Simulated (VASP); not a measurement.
Crystal: Ge.

```
Ge
1.0
     0.00000    2.01439    2.39769
     1.91470    0.00000    2.39769
     1.91470    2.01439    0.00000
Ge
1
Direct
  0.00000 0.00000 0.00000
```

```yaml
Program: VASP 6.6.1
Task: relaxation of cell and atoms
Functional: PBEsol
Potentials_or_basis: VASP PAW PBE potentials, release 64 (Ge_d)
Cutoff: 600 eV
k_mesh: 22 × 22 × 22
Occupations: gaussian, width 0.1 eV
Spin: no spin polarisation
```

At the start: pressure 0.1 GPa; volume 18.50 Å³/atom.

Question: Where does the relaxation end?

Answer: Over 44 steps the energy falls by 6.4 meV/atom; space group Fmmm (No. 69, to 0.1 Å) before, I4/mmm (No. 139, to 0.1 Å).

Step by step:
| step | energy change (eV) | largest force (eV/Å) | pressure (GPa) | volume (Å³) |
| --- | --- | --- | --- | --- |
| 1 | 0.0000 | 0.0000 | 0.11 | 18.50 |
| 3 | -0.0014 | 0.0000 | -0.40 | 18.62 |
| 5 | -0.0019 | 0.0000 | -0.74 | 18.75 |
| 7 | -0.0024 | 0.0000 | -0.33 | 18.65 |
| 9 | -0.0026 | 0.0000 | 0.01 | 18.56 |
| 11 | -0.0027 | 0.0000 | 0.04 | 18.50 |
| 13 | -0.0028 | 0.0000 | 0.19 | 18.47 |
| 15 | -0.0029 | 0.0000 | 0.10 | 18.51 |
| 17 | -0.0030 | 0.0000 | -0.31 | 18.56 |
| 19 | -0.0032 | 0.0000 | -0.13 | 18.55 |
| 21 | -0.0046 | 0.0000 | -0.21 | 18.53 |
| 23 | -0.0060 | 0.0000 | -0.42 | 18.55 |
| 25 | -0.0061 | 0.0000 | -0.13 | 18.52 |
| 27 | -0.0061 | 0.0000 | -0.02 | 18.51 |
| 29 | -0.0062 | 0.0000 | -0.13 | 18.49 |
| 31 | -0.0062 | 0.0000 | 0.01 | 18.50 |
| 33 | -0.0063 | 0.0000 | 0.07 | 18.52 |
| 35 | -0.0064 | 0.0000 | -0.33 | 18.53 |
| 37 | -0.0064 | 0.0000 | -0.24 | 18.53 |
| 39 | -0.0064 | 0.0000 | -0.08 | 18.51 |
| 41 | -0.0064 | 0.0000 | -0.10 | 18.52 |
| 43 | -0.0064 | 0.0000 | -0.21 | 18.51 |
| 44 | -0.0064 | 0.0000 | -0.03 | 18.50 |

Final structure:
```cif
data_structure
_symmetry_space_group_name_H-M 'P 1'
_symmetry_Int_Tables_number 1
_cell_length_a 3.1058
_cell_length_b 2.9442
_cell_length_c 2.8878
_cell_angle_alpha 64.347
_cell_angle_beta 58.706
_cell_angle_gamma 56.947
_cell_volume 18.50
loop_
_atom_site_label
_atom_site_type_symbol
_atom_site_fract_x
_atom_site_fract_y
_atom_site_fract_z
_atom_site_occupancy
Ge1 Ge 0.00000 0.00000 0.00000 1
```

Caveat: the PAW data sets were made with another functional, which shifts forces and pressure a little.
